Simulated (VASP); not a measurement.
Set up this calculation in VASP 6.6.1, as the native input.

| Quantity | Value |
| --- | --- |
| Task | single point |
| Functional | PBEsol |
| Potentials or basis | VASP PAW PBE potentials, release 64 (W_sv, C) |
| Cutoff | 520 eV |
| k mesh | 18 × 18 × 18 |
| Occupations | gaussian, width 0.15 eV |
| Spin | no spin polarisation |
| Dipole correction | no |
| Further INCAR settings | ALGO = Normal; EDIFF = 1e-06; NBANDS = 16 |

The structure of WC lies in POSCAR:

```
WC
1.0
    0.0000000000      2.1049766400      2.3680987200
    2.1049766400      0.0000000000      2.3680987200
    2.1049766400      2.1049766400      0.0000000000
W C
1 1
Direct
    0.0000000000      0.0000000000      0.0000000000
    0.5000000000      0.5000000000      0.5000000000
```

This cell differs from its parent crystal: strain -0.040 along x and y, +0.080 along z.

The input as run:

INCAR

```
SYSTEM = WC
ALGO = Normal
EDIFF = 1E-6
ENCUT = 520
GGA = PS
ISIF = 2
ISMEAR = 0
LASPH = .TRUE.
LCHARG = .FALSE.
LREAL = .FALSE.
LWAVE = .FALSE.
NBANDS = 16
NELM = 100
PREC = Accurate
SIGMA = 0.15
```

KPOINTS

```
k-points
0
G
  18 18 18
  0 0 0
```

Potentials or basis: VASP PAW PBE potentials, release 64 (W_sv, C).

Launch:

```sh
$ cat potpaw_PBE.64/W_sv/POTCAR potpaw_PBE.64/C/POTCAR > POTCAR
$ mpirun -np 1 vasp_std > vasp.out
```

Results of the run:

| Property | Result |
| --- | --- |
| Pressure | 3.0 GPa |
| Band gap on the k mesh | zero (band 9 reaches 13.29 eV, above the bottom of band 10 at 10.25 eV) |

Caveat: the cell differs from its parent crystal (strain -0.040 along x and y, +0.080 along z); the PAW data sets were made with another functional, which shifts forces and pressure a little; spin-orbit coupling is left out, which moves the levels of the heavy elements.

It took 73 s on 1 thread of Intel Xeon 6975P-C, on a shared host, peak memory 0.27 GiB.
